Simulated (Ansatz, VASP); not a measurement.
TaAl3O: VASP beside Ansatz

```xyz
5
Lattice="2.5428 1.4681 4.5676 -2.5428 1.4681 4.5676 0.0000 -2.9362 4.5676" Properties=species:S:1:pos:R:3 pbc="T T T"
Ta    0.0000    0.0000    0.0000
Al    0.0000   -1.4681    2.2838
Al    1.2714    0.7340    2.2838
Al   -1.2714    0.7340    2.2838
O     0.0000    0.0000    6.8513
```

Alike in both runs: functional PBE; k mesh 6 × 6 × 6; occupations gaussian, width 0.1 eV; no spin polarisation.

Ansatz relaxed the structure, and its values are those at the end. VASP's run is a single point on that final structure, the one shown.

```csv
,VASP,Ansatz
version,VASP 6.6.1,Ansatz 0.2.0
potentials or method,"VASP PAW PBE potentials, release 64 (Ta_pv, Al, O), cutoff 520 eV","scalar-relativistic, plane waves, PAW"
valence electrons in the cell,26,28
```

```tsv
	VASP	Ansatz	Ansatz less VASP
gap on the k mesh at the Fermi level (eV)	none	none	-
pressure (GPa)	0.1	0.1	+0.04
```

A gap of «none» marks a metal or a gap that the smearing closes. VASP's potentials hold 26 valence electrons a cell and Ansatz's 28, so a difference there can come from the potentials and not from the codes.

Neither program's run includes spin-orbit coupling.
